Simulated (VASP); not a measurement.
# BP (lda) (F-43m) in VASP: a series of runs

The runs below take BP (lda) through single point, relaxation of cell and atoms, with LDA.

All numbers are computed with VASP 6.6.1; they aren't measurements. Logs are shortened: lines on timing, memory, paths and dates and some standing lists are left out, and cuts for length are marked.

### Step 1. The cell of the first run

It takes space group F-43m (No. 216, cubic). The conventional cell has a = 4.621 Å, b = 4.621 Å, c = 4.621 Å, α = 90.00°, β = 90.00°, γ = 90.00°. Within 2.7 Å of B (site symmetry -43m) lie 4 P at 2.00 Å. P (site symmetry -43m) has 4 B at 2.00 Å within 2.7 Å.

### Step 2. Single point, LDA (volume scaled by 1.09)

Contents of INCAR:

```
SYSTEM = BP
PREC = Accurate
ENCUT = 500
EDIFF = 1E-6
ISMEAR = 0
SIGMA = 0.02
LREAL = .FALSE.
LASPH = .TRUE.
NELM = 120
ALGO = Normal
ISIF = 2
LWAVE = .FALSE.
LCHARG = .TRUE.
GGA = CA
LELF = .TRUE.
LVHAR = .TRUE.
NBANDS = 11
GGA_COMPAT = .FALSE.
```

Contents of KPOINTS:

```
Automatic mesh
0
G
  10 10 10
  0 0 0
```

Contents of POSCAR:

```
BP
1.0
    0.0000000000      2.3106687144      2.3106687144
    2.3106687144      0.0000000000      2.3106687144
    2.3106687144      2.3106687144      0.0000000000
B P
1 1
Direct
    0.0000000000      0.0000000000      0.0000000000
    0.2500000000      0.2500000000      0.2500000000
```

Potentials or basis: VASP PAW LDA potentials, release 64 (B, P).

Run with:

```bash
cat potpaw_LDA.64/B/POTCAR potpaw_LDA.64/P/POTCAR > POTCAR
mpirun -np 1 vasp_std > vasp.out
```

OUTCAR:

```text
SYSTEM = BP
   PREC = Accurate
   ENCUT = 500
   EDIFF = 1E-6
   ISMEAR = 0
   LREAL = .FALSE.
   LASPH = .TRUE.
   NELM = 120
   ISIF = 2
   GGA = CA

 ion  position               nearest neighbor table
   1  0.000  0.000  0.000-   2 2.00   2 2.00   2 2.00   2 2.00
   2  0.250  0.250  0.250-   1 2.00   1 2.00   1 2.00   1 2.00

  LATTYP: Found a face centered cubic cell.
 ALAT       =     4.6213374288

  Lattice vectors:

 A1 = (   0.0000000000,   2.3106687144,   2.3106687144)
 A2 = (   2.3106687144,   0.0000000000,   2.3106687144)
 A3 = (   2.3106687144,   2.3106687144,   0.0000000000)

Analysis of symmetry for initial positions (statically):
=====================================================================
 Subroutine PRICEL returns:
 Original cell was already a primitive cell.

 Routine SETGRP: Setting up the symmetry group for a
 face centered cubic supercell.

 Subroutine GETGRP returns: Found 24 space group operations
 (whereof 24 operations were pure point group operations)
 out of a pool of 48 trial point group operations.

The static configuration has the point symmetry T_d .

Analysis of symmetry for dynamics (positions and initial velocities):
=====================================================================
 Subroutine PRICEL returns:
 Original cell was already a primitive cell.

 Routine SETGRP: Setting up the symmetry group for a
 face centered cubic supercell.

 Subroutine GETGRP returns: Found 24 space group operations
 (whereof 24 operations were pure point group operations)
 out of a pool of 48 trial point group operations.

The dynamic configuration has the point symmetry T_d .

 Subroutine INISYM returns: Found 24 space group operations
 (whereof 24 operations are pure point group operations),
 and found     1 'primitive' translations

----------------------------------------------------------------------------------------

                                     Primitive cell

  volume of cell :      24.6742

  direct lattice vectors                    reciprocal lattice vectors
     0.000000000  2.310668714  2.310668714    -0.216387575  0.216387575  0.216387575
     2.310668714  0.000000000  2.310668714     0.216387575 -0.216387575  0.216387575
     2.310668714  2.310668714  0.000000000     0.216387575  0.216387575 -0.216387575

  length of vectors
     3.267779034  3.267779034  3.267779034     0.374794274  0.374794274  0.374794274

  position of ions in fractional coordinates (direct lattice)
     0.000000000  0.000000000  0.000000000
     0.250000000  0.250000000  0.250000000

  ion indices of the primitive-cell ions
   primitive index   ion index
                 1           1
                 2           2

----------------------------------------------------------------------------------------

 KPOINTS: Automatic mesh

Automatic generation of k-mesh.
 Grid dimensions read from file:
 generate k-points for:   10   10   10

 Generating k-lattice:

  Cartesian coordinates                     Fractional coordinates (reciprocal lattice)
    -0.021638758  0.021638758  0.021638758     0.100000000  0.000000000  0.000000000
     0.021638758 -0.021638758  0.021638758     0.000000000  0.100000000  0.000000000
     0.021638758  0.021638758 -0.021638758     0.000000000  0.000000000  0.100000000

  Length of vectors
     0.037479427  0.037479427  0.037479427

  Shift w.r.t. Gamma in fractional coordinates (k-lattice)
     0.000000000  0.000000000  0.000000000

 Subroutine IBZKPT returns following result:
 ===========================================

 Found     47 irreducible k-points:

 Following reciprocal coordinates:
            Coordinates               Weight
  0.000000  0.000000  0.000000      1.000000
  0.100000  0.000000  0.000000      8.000000
  0.200000  0.000000  0.000000      8.000000
  0.300000  0.000000  0.000000      8.000000
  0.400000  0.000000  0.000000      8.000000
  0.500000  0.000000  0.000000      4.000000
[... 16 lines left out ...]
  0.300000  0.300000  0.000000      6.000000
  0.400000  0.300000  0.000000     24.000000
 [... further k-points ...]
   k-points           NKPTS =     47   k-points in BZ     NKDIM =     47   number of bands    NBANDS=     11
   number of dos      NEDOS =    301   number of ions     NIONS =      2
   total plane-waves  NPLWV =  13824
   dimension x,y,z NGX =    24 NGY =   24 NGZ =   24
   dimension x,y,z NGXF=    48 NGYF=   48 NGZF=   48
   ions per type =               1   1
   NGX,Y,Z   is equivalent  to a cutoff of  12.21, 12.21, 12.21 a.u.
   NGXF,Y,Z  is equivalent  to a cutoff of  24.42, 24.42, 24.42 a.u.
 SYSTEM =  BP
   PREC   = accura    normal or accurate (medium, high low for compatibility)
   ISTART =      0    job   : 0-new  1-cont  2-samecut
   ICHARG =      2    charge: 1-file 2-atom 10-const
   ISPIN  =      1    spin polarized calculation?
   LNONCOLLINEAR =      F non collinear calculations
   LSORBIT =      F    spin-orbit coupling
   LASPH  =      T    aspherical Exc in radial PAW
   ENCUT  =  500.0 eV  36.75 Ry    6.06 a.u.   5.96  5.96  5.96*2*pi/ulx,y,z
   NELM   =    120;   NELMIN=  2; NELMDL= -5     # of ELM steps
   EDIFF  = 0.1E-05   stopping-criterion for ELM
   LREAL  =      F    real-space projection
   EDIFFG = 0.1E-04   stopping-criterion for IOM
   NSW    =      0    number of steps for IOM
   IBRION =     -1    ionic relax: 0-MD 1-quasi-New 2-CG
   NFREE  =      0    steps in history (QN), initial steepest desc. (CG)
   ISIF   =      2    stress and relaxation
   ISYM   =      2    0-nonsym 1-usesym 2-fastsym
   POTIM  = 0.5000    time-step for ionic-motion
   TEBEG  =    0.0;   TEEND  =   0.0 temperature during run
   PSTRESS=    0.0 pullay stress
   NELECT =       8.0000    total number of electrons
   NUPDOWN=      -1.0000    fix difference up-down
   EMIN   =  10.00;   EMAX   =-10.00  energy-range for DOS
   EFERMI =   0.00;   METHOD = LEGACY
   ISMEAR =     0;   SIGMA  =   0.02  broadening in eV -4-tet -1-fermi 0-gaus
   EFERMI_NEDOS =   21; number of points for ismear=-14 and -15
   IALGO  =     38    algorithm
   IMIX   =      4    mixing-type and parameters
     AMIX     =   0.40;   BMIX     =  1.00
     AMIX_MAG =   1.60;   BMIX_MAG =  1.00
  volume/ion in A,a.u.               =      12.34        83.25
  Fermi-wavevector in a.u.,A,eV,Ry     =   1.124667  2.125312 17.209670  1.264875
  Thomas-Fermi vector in A             =   2.261340
   LORBIT       =      0    0 simple, 1 ext, 2 COOP (PROOUT), +10 PAW based schemes
   GGA     = CA    functional components
   LHFCALC =     F    Hartree Fock is set to
   AEXX    =    0.0000 exact exchange contribution
   IVDW    =     0    specifies the selected vdW correction
   LEPSILON=     F    determine dielectric tensor
   LRPA    =     F    only Hartree local field effects (RPA)
 non-spin polarized calculation
 Gauss-broadening in eV      SIGMA  =   0.02
  energy-cutoff  :      500.00
  volume of cell :       24.67
 maximum number of plane-waves:       636
   NGX = 11   NGY = 11   NGZ = 11

 number of electron       7.9999999 magnetization

 Free energy of the ion-electron system (eV)
  ---------------------------------------------------
  ext. energy  EPLUGINS =         0.00000000
  ---------------------------------------------------
  free energy    TOTEN  =       -14.31135663 eV

  energy without entropy =      -14.31135663  energy(sigma->0) =      -14.31135663

 E-fermi :   6.9552     XC(G=0): -10.8642

 val. band max:        6.7667621575   @ k =   0.0000   0.0000   0.0000
 cond. band min:       8.0158755202   @ k =   0.4000   0.4000   0.0000
 fundamental gap:      1.2491133627
 Fermi energy:         6.9552173971

 k-point     1 :       0.0000    0.0000    0.0000
  band No.  band energies     occupation
      1      -8.1503      2.00000
      2       6.7668      2.00000
      3       6.7668      2.00000
      4       6.7668      2.00000
      5      10.0668      0.00000
      6      10.0668      0.00000
      7      10.0668      0.00000
      8      13.3197      0.00000
      9      17.6542      0.00000
     10      18.7923      0.00000
     11      18.7923      0.00000

 k-point     2 :       0.1000    0.0000    0.0000
  band No.  band energies     occupation
      1      -7.9783      2.00000
      2       5.5115      2.00000
      3       6.4874      2.00000
      4       6.4874      2.00000
      5      10.4365      0.00000
      6      10.4530      0.00000
      7      10.4530      0.00000
      8      13.8842      0.00000
      9      18.1061      0.00000
     10      18.1061      0.00000
     11      18.1914      0.00000

 k-point     3 :       0.2000    0.0000    0.0000
  band No.  band energies     occupation
      1      -7.4696      2.00000
      2       3.2592      2.00000
      3       5.9540      2.00000
      4       5.9540      2.00000
      5      10.5401      0.00000
      6      11.1458      0.00000
      7      11.1458      0.00000
      8      15.1484      0.00000
      9      17.5015      0.00000
     10      17.5015      0.00000
     11      19.0490      0.00000

 k-point     4 :       0.3000    0.0000    0.0000
  band No.  band energies     occupation
      1      -6.6552      2.00000
      2       0.9986      2.00000
      3       5.4848      2.00000
      4       5.4848      2.00000
      5      10.4027      0.00000
      6      11.4947      0.00000
      7      11.4947      0.00000
      8      16.1911      0.00000
      9      18.0067      0.00000
     10      18.0067      0.00000
     11      19.2763      0.00000
[... 239 lines left out ...]
 k-point    22 :      -0.2000    0.2000    0.0000
  band No.  band energies     occupation
      1      -6.3779      2.00000
      2       1.6869      2.00000
      3       2.8035      2.00000
      4       5.5763      2.00000
      5      11.0530      0.00000
      6      11.9059      0.00000
      7      12.8651      0.00000
      8      14.6311      0.00000
      9      16.1965      0.00000
     10      19.8104      0.00000
     11      21.7007      0.00000

 k-point    23 :       0.3000    0.3000    0.0000
  band No.  band energies     occupation
      1      -6.1368      2.00000
      2       2.0526      2.00000
      3       3.7089      2.00000
      4       3.7089      2.00000
      5       8.2733      0.00000
      6      10.6029      0.00000
      7      15.2232      0.00000
      8      15.2232      0.00000
      9      19.0265      0.00000
     10      20.9542      0.00000
     11      22.3492      0.00000

 k-point    24 :       0.4000    0.3000    0.0000
  band No.  band energies     occupation
      1      -5.3574      2.00000
      2       0.7946      2.00000
      3       2.9196      2.00000
      4       3.4267      2.00000
      5       8.5577      0.00000
      6      10.3115      0.00000
      7      15.7755      0.00000
      8      15.8366      0.00000
      9      19.9735      0.00000
     10      21.7417      0.00000
     11      22.8382      0.00000

 [... further k-points ...]
[... 5 lines left out ...]
  --------------------------------------------------------------------------------------
  -------------------------------------------------------------------------------------
  Total       -1.9890350     -1.9890350     -1.9890350      0.0000000      0.0000000     -0.0000000
  in kB     -129.1546223   -129.1546223   -129.1546223      0.0000000      0.0000000     -0.0000000
  external PRESSURE =    -129.1546223 kB  Pullay stress =       0.0000000 kB

 VOLUME and BASIS-vectors are now :
 -----------------------------------------------------------------------------
  energy-cutoff  :      500.00
  volume of cell :       24.67
      direct lattice vectors                 reciprocal lattice vectors
     0.000000000  2.310668714  2.310668714    -0.216387575  0.216387575  0.216387575
     2.310668714  0.000000000  2.310668714     0.216387575 -0.216387575  0.216387575
     2.310668714  2.310668714  0.000000000     0.216387575  0.216387575 -0.216387575

 POSITION                                       TOTAL-FORCE (eV/Angst)
 -----------------------------------------------------------------------------------
      0.00000      0.00000      0.00000         0.000000      0.000000      0.000000
      1.15533      1.15533      1.15533        -0.000000     -0.000000     -0.000000
 -----------------------------------------------------------------------------------
    total drift:                                0.000000      0.000000      0.000000

  FREE ENERGIE OF THE ION-ELECTRON SYSTEM (eV)
  ---------------------------------------------------
  free  energy   TOTEN  =       -14.3113566322 eV

  energy  without entropy=      -14.3113566322  energy(sigma->0) =      -14.31135663
```

It took 5 s on 1 thread of Intel Xeon 6975P-C (Granite Rapids), shared host; peak memory 0.12 GiB.

What came out:

```
Free energy            : -14.3114 eV
Pressure               : -12.9 GPa
Band gap on the k mesh : 1.25 eV, indirect (least direct gap 3.30 eV)
```

Levels at points of the mesh, in eV from the valence-band top:
| k point | band 1 | band 2 | band 3 | band 4 | band 5 | band 6 | band 7 | band 8 |
| --- | --- | --- | --- | --- | --- | --- | --- | --- |
| (0.00, 0.00, 0.00) | -14.92 | 0.00 | 0.00 | 0.00 | 3.30 | 3.30 | 3.30 | 6.55 |
| (0.50, 0.00, 0.00) | -11.79 | -8.63 | -1.68 | -1.68 | 3.46 | 4.64 | 4.64 | 9.72 |
| (0.50, 0.50, 0.00) | -10.37 | -8.21 | -3.91 | -3.91 | 1.39 | 1.59 | 11.49 | 11.49 |

Caveat: the cell differs from its parent crystal (volume scaled by 1.09).

### Step 3. Relaxation of cell and atoms, LDA

This run uses another cell than the first one, of 11.68 Å³/atom, 0.947 times its volume.

Contents of INCAR:

```
PREC = Accurate ; ENCUT = 500
EDIFF = 1E-7 ; ISMEAR = 0
SIGMA = 0.02 ; LREAL = False
LASPH = True ; NELM = 120
ALGO = Normal ; ISIF = 3
LWAVE = False ; LCHARG = False
IBRION = 2 ; NSW = 100
EDIFFG = -0.002 ; GGA_COMPAT = False
NELMIN = 4
```

Contents of KPOINTS:

```
Automatic mesh
0
Gamma
  10 10 10
```

Contents of POSCAR:

```
BP
1.0
    0.0000000000      2.2690000000      2.2690000000
    2.2690000000      0.0000000000      2.2690000000
    2.2690000000      2.2690000000      0.0000000000
B P
1 1
Direct
    0.0000000000      0.0000000000      0.0000000000
    0.2500000000      0.2500000000      0.2500000000
```

Potentials or basis: VASP PAW LDA potentials, release 64 (B, P).

Run with:

```bash
cat potpaw_LDA.64/B/POTCAR potpaw_LDA.64/P/POTCAR > POTCAR
mpirun -np 1 vasp_std > vasp.out
```

It took 7.9 s on 1 thread of Intel Xeon 6975P-C (Granite Rapids), shared host; peak memory 0.12 GiB.

It converged, with:

```
Free energy                            : -14.3994 eV
Relaxed volume                         : 11.31 Å³/atom
Relaxed cell                           : a = 3.175 Å, b = 3.175 Å, c = 3.175 Å, α = 60.00°, β = 60.00°, γ = 60.00°
Space group after relaxing (to 0.05 Å) : F-43m (No. 216)
Energy gained by relaxing              : 6.3 meV/atom
Ionic steps                            : 3
Pressure after relaxing                : 0.0 GPa
Band gap on the k mesh                 : 1.15 eV, indirect (least direct gap 3.43 eV)
```

The path:
| step | energy change (eV) | largest force (eV/Å) | pressure (GPa) | volume (Å³) |
| --- | --- | --- | --- | --- |
| 1 | 0.0000 | 0.0000 | -5.31 | 23.36 |
| 2 | -0.0051 | 0.0000 | 4.48 | 22.08 |
| 3 | -0.0126 | 0.0000 | -0.02 | 22.62 |

Final structure:
```
CELL_PARAMETERS angstrom
0.00000 2.24484 2.24484
2.24484 0.00000 2.24484
2.24484 2.24484 0.00000
ATOMIC_POSITIONS crystal
B 0.00000 0.00000 0.00000
P 0.25000 0.25000 0.25000
```

Levels at points of the mesh, in eV from the valence-band top:
```csv
k point,band 2,band 3,band 4,band 5,band 6,band 7
"(0.00, 0.00, 0.00)",0.00,0.00,0.00,3.43,3.43,3.43
"(0.50, 0.00, 0.00)",-9.24,-1.79,-1.79,3.98,4.70,4.70
"(0.50, 0.50, 0.00)",-8.65,-4.22,-4.22,1.24,1.53,12.30
```

A k mesh can miss the band edges. LDA usually gives volumes a few per cent too small.
